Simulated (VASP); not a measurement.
Wanted: the native input for a VASP 6.6.1 run.

```yaml
Task: single point
Functional: PBE
Potentials_or_basis: VASP PAW PBE potentials, release 64 (Al, Sc_sv, N)
Cutoff: 520 eV
k_mesh: 4 × 4 × 3
Occupations: gaussian, width 0.01 eV
Spin: no spin polarisation
Dipole_correction: no
Further_INCAR_settings: LREAL = Auto; ALGO = Normal; EDIFF = 1e-07; NBANDS = 106
```

The structure of Sc5Al11N16 lies in POSCAR:

```
Sc5Al11N16
1.0
    6.4892067208     -0.0129247678     -0.0038552538
   -3.2557965377      5.6484106846      0.0089870964
   -0.0059564868      0.0125944339     10.1899258236
Al Sc N
11 5 16
Direct
    0.1668056687      0.3372327762      0.5058111146
    0.1638703051      0.8270667384     -0.0001329895
    0.3332600727      0.6663040474      0.2552239946
    0.1627875436      0.8267573500      0.4997883778
    0.3290689123      0.6681848652      0.7438261633
    0.6703399065      0.3375998940     -0.0039859560
    0.6722129009      0.3386175586      0.5044929646
    0.8324059107      0.1706660305      0.7434862141
    0.8325776154      0.6647840244      0.2506068851
    0.6671349103      0.8305070706      0.5033488911
    0.8382094610      0.6627454109      0.7474786274
    0.1656450892      0.3412024525     -0.0081708002
    0.3350728291      0.1668899544      0.2480540177
    0.3342130137      0.1603546758      0.7421921001
    0.8319098984      0.1686823874      0.2539726195
    0.6646752267      0.8314538168     -0.0085981128
    0.1753784483      0.3528291936      0.1958993741
    0.3339266776      0.1670047734      0.4596013184
    0.1603103827      0.3435924093      0.6940003104
    0.3394611596      0.1551726563      0.9509348774
    0.1569794017      0.8112832455      0.1902687979
    0.3344187273      0.6672141957      0.4453156917
    0.1546594961      0.8110424898      0.6839160304
    0.3240258640      0.6815055602      0.9282549698
    0.6786203812      0.3544710592      0.1834892047
    0.8328050913      0.1655948227      0.4586167716
    0.6863911898      0.3457509950      0.6885580431
    0.8202247018      0.1752795310      0.9314468911
    0.6576608084      0.8161656860      0.1985784010
    0.8325364508      0.6655695491      0.4411266567
    0.6680800975      0.8306841236      0.6942127321
    0.8443318575      0.6577906568      0.9343858184
```

The input as run:

INCAR

```
SYSTEM = Sc5Al11N16
PREC = Accurate
ENCUT = 520
EDIFF = 1E-7
ISMEAR = 0
SIGMA = 0.01
LREAL = Auto
LASPH = .True.
NELM = 60
ALGO = Normal
ISIF = 2
LWAVE = .False.
LCHARG = .False.
GGA = PE
NBANDS = 106
```

KPOINTS

```
regular mesh
0
Gamma
  4 4 3
  0 0 0
```

Potentials or basis: VASP PAW PBE potentials, release 64 (Al, Sc_sv, N).

Run with:

```bash
$ cat potpaw_PBE.64/Al/POTCAR potpaw_PBE.64/Sc_sv/POTCAR potpaw_PBE.64/N/POTCAR > POTCAR
$ mpirun -np 1 vasp_std > vasp.out
```

It gave:

| Property | Result |
| --- | --- |
| Pressure | 2.0 GPa |
| Largest force | 0.086 eV/Å |
| Band gap on the k mesh | 3.48 eV |

Run time: 61 min on 1 thread of Oxide Virtual Turin-like Processor, with other jobs on the host, peak memory 0.81 GiB.
